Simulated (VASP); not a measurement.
TiSi12O24 (a cell with a defect), 37 atoms in the cell. The cell holds a defect, 37 atoms: a = 7.302 Å, b = 7.302 Å, c = 9.823 Å, α = 70.35°, β = 70.35°, γ = 71.25°. 

- Program: VASP 6.6.1
- Task: single point
- Functional: PBE
- Potentials or basis: VASP PAW PBE potentials, release 64 (Si, O, Ti_sv)
- Cutoff: 520 eV
- k mesh: 2 × 2 × 1
- Occupations: fermi-dirac, width 0.02 eV
- Spin: no spin polarisation
- Dipole correction: no
- Further INCAR settings: LREAL = Auto; ALGO = Normal; EDIFF = 1e-06; NBANDS = 126

Potentials or basis: VASP PAW PBE potentials, release 64 (Si, O, Ti_sv).

The run is started by

```bash
$ cat potpaw_PBE.64/Si/POTCAR potpaw_PBE.64/O/POTCAR potpaw_PBE.64/Ti_sv/POTCAR > POTCAR
$ mpirun -np 1 vasp_std > vasp.out
```

Hardware: 1 thread of Intel(R) Xeon(R) 6975P-C (Granite Rapids), with other jobs on the host.

Task: How long does it take, and how much memory?

Result: It took 5.3 min on 1 thread of Intel(R) Xeon(R) 6975P-C (Granite Rapids), with other jobs on the host, peak memory 0.57 GiB. Counts: scf iterations 20, k points 4.
